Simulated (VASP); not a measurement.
Runs of VASP 6.6.1 on Si2W. The structure is that of space group I4/mmm (No. 139), or close to it. The cells are those of the table. 

| cell | k mesh | smearing | gap on the mesh (eV) | pressure (GPa) | largest force (eV/Å) |
| --- | --- | --- | --- | --- | --- |
| a = 4.421 Å, angles 138.6, 138.6, 59.9°, 3 atoms | 18 × 18 × 18 | gaussian 0.1 eV | none | (a) | 0.01 |
| a = 4.548 Å, angles 138.4, 138.4, 60.3°, 3 atoms | 20 × 20 × 20 | gaussian 0.15 eV | none | 0.1 | - |
| a = 4.542 Å, angles 138.4, 138.4, 60.2°, 3 atoms | 18 × 18 × 18 | gaussian 0.1 eV | none | 1.1 | - |
| a = 4.548 Å, angles 138.4, 138.4, 60.3°, 3 atoms | 18 × 18 × 18 | gaussian 0.1 eV | none | 0.1 | - |
| a = 4.548 Å, angles 138.4, 138.4, 60.3°, 3 atoms | 22 × 22 × 22 | gaussian 0.15 eV | none | 0.1 | 0.01 |
| a = 4.481 Å, angles 138.5, 138.5, 60.1°, 3 atoms | 18 × 18 × 18 | gaussian 0.1 eV | none | 12.1 | 0.01 |
| a = 4.548 Å, angles 138.6, 138.6, 59.9°, 3 atoms | 8 × 8 × 8 | gaussian 0.1 eV | none | 1.8 | (b) |
| a = 4.524 Å, angles 138.5, 138.5, 60.2°, 3 atoms | 18 × 18 × 18 | gaussian 0.1 eV | none | 4.1 | - |

Alike in all rows: task single point; level PBE; potentials or basis VASP PAW PBE potentials, release 64 (Si, W_sv); no spin polarisation; cutoff (eV) 520.

**Question.** Fill in the values left out.

**Answer.** (a) 25.2; (b) 0.25.

Caveats: spin-orbit coupling is left out, which moves the levels of the heavy elements.

A k mesh can miss the band edges, and the runs leave out spin-orbit coupling on W.

A gap of «none» marks levels without a gap at the run's occupations.
